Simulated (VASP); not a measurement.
Here is a VASP 6.6.1 calculation.

The input INCAR:

```
SYSTEM = C
ALGO     = Normal         ! electronic algorithm
EDIFF    = 1E-6           ! SCF threshold, eV
ENCUT    = 520            ! plane-wave cutoff, eV
GGA      = PE             ! functional
ISIF     = 2              ! what is computed and relaxed
ISMEAR   = 0              ! smearing method
LASPH    = .TRUE.         ! aspherical terms in the spheres
LCHARG   = .TRUE.         ! write CHGCAR
LELF     = .TRUE.         ! ELF
LREAL    = Auto         
LVHAR    = .TRUE.       
LWAVE    = .FALSE.        ! write WAVECAR
NBANDS   = 46             ! bands
NELM     = 100            ! most SCF steps
PREC     = Accurate       ! precision mode
SIGMA    = 0.05           ! smearing width, eV
```

The input KPOINTS:

```
k-points
0
G
  10 10 2
  0 0 0
```

The input POSCAR:

```
C
1.0
   -2.5180184914      0.0000000000      0.0000000000
   -1.2590092457     -2.1806679808      0.0000000000
   -0.2518018491      0.0000000000     16.6091763648
C
16
Direct
   -0.0671484082      0.0000000000      0.6714840821
   -0.0171484082      0.0000000000      0.1714840821
   -0.0921484082      1.0000000000      0.9214840821
   -0.0421484082      1.0000000000      0.4214840821
   -0.0828515918      0.0000000000      0.8285159179
   -0.0328515918      0.0000000000      0.3285159179
   -0.0078515918      1.0000000000      0.0785159179
   -0.0578515918      1.0000000000      0.5785159179
    0.2630569052      0.3333333333      0.7027642813
    0.3130569052      0.3333333333      0.2027642813
    0.5713902385      0.6666666667      0.9527642813
    0.6213902385      0.6666666667      0.4527642813
    0.2536097615      0.3333333333      0.7972357187
    0.3036097615      0.3333333333      0.2972357187
    0.6619430948      0.6666666667      0.0472357187
    0.6119430948      0.6666666667      0.5472357187
```

Potentials or basis: VASP PAW PBE potentials, release 64 (C).

Launch:

```bash
$ cat potpaw_PBE.64/C/POTCAR > POTCAR
$ mpirun -np 1 vasp_std > vasp.out
```

(1) What does it give for the band gap on the k mesh?

(2) What does it give for the largest force?

(3) Predict the pressure.

Answers

(1) 4.45 eV.

(2) 1.689 eV/Å.

(3) 0.6 GPa.

Caveat: the cell differs from its parent crystal (the part above a cut slid along it); forces of over 1 eV/Å act on the atoms, so gaps and moduli don't describe the material at rest.
